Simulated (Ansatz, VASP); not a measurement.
Two plane-wave programs on MgO

The input INCAR:

```
PREC = Accurate ; ENCUT = 520
EDIFF = 1E-6 ; ISMEAR = 0
SIGMA = 0.05 ; LREAL = False
LASPH = True ; NELM = 100
ALGO = Normal ; ISIF = 2
LWAVE = False ; LCHARG = True
GGA = CA ; LELF = True
LVHAR = True ; NBANDS = 16
```

The input KPOINTS:

```
Automatic mesh
0
Gamma
  6 6 6
```

File POSCAR:

```
MgO
1.0
    3.4863778627      0.0000000000      0.0000000000
   -1.7431889314      3.0192917963      0.0000000000
    0.0000000000      0.0000000000      4.1780412200
Mg O
2 2
Direct
    0.6906605175      0.3508980512      0.7500000000
    0.3573271842      0.6842313845      0.2500000000
    0.6666666667      0.3333333333      0.2500000000
    0.3333333333      0.6666666667      0.7500000000
```

Input for Ansatz:

```yaml
crystal:
  lattice:
    - [3.4863778627, 0.0, 0.0]
    - [-1.7431889314, 3.0192917963, 0.0]
    - [0.0, 0.0, 4.17804122]
  atoms:
    - { symbol: Mg, position: [0.6906605175, 0.3508980512, 0.75] }
    - { symbol: Mg, position: [0.3573271842, 0.6842313845, 0.25] }
    - { symbol: O, position: [0.6666666667, 0.3333333333, 0.25] }
    - { symbol: O, position: [0.3333333333, 0.6666666667, 0.75] }
basis:
  ecutwfc: 420
kpoints:
  mp_grid: { grid: [6, 6, 6] }
hamiltonian:
  xc: lda
scf:
  occupations: { method: gaussian, width: 0.05 }
output:
  forces: true
  stress: true
  eigenvalues: true
  write_density: true
  write_potential: true
  elf: true
  volumetric_format: npy
```

Change from the starting cell: all Mg atoms moved +0.075 Å, as atom 1 along Cartesian [1 1 0].

Alike in both runs: task single point; functional LDA; k mesh 6 × 6 × 6; occupations gaussian, width 0.05 eV; no spin polarisation.

|  | VASP | Ansatz |
| --- | --- | --- |
| version | VASP 6.6.1 | Ansatz 0.2.0 |
| potentials or method | VASP PAW LDA potentials, release 64 (Mg, O), cutoff 520 eV | scalar-relativistic, plane waves, PAW |
| valence electrons in the cell | 16 | 32 |

Ansatz gave:

- gap on the k mesh at the Fermi level (eV): 3.33
- least direct gap on the mesh (eV): 3.33
- pressure (GPa): -3.5
- traceless stress, the component that is largest in VASP (GPa): -0.73
- rms of the force components (eV/Å): 0.371

Task: What did VASP give for the same quantities?

Result: gap on the k mesh at the Fermi level (eV): 3.33; least direct gap on the mesh (eV): 3.33; pressure (GPa): -5.2; traceless stress, the component that is largest in VASP (GPa): -0.64; rms of the force components (eV/Å): 0.379.

LDA's correlation is that of Perdew and Zunger in VASP and of Perdew and Wang (1992) in Ansatz. Atom by atom the forces differ by 0.008 eV/Å (rms over components). VASP's potentials hold 16 valence electrons a cell and Ansatz's 32, so a difference there can come from the potentials and not from the codes.
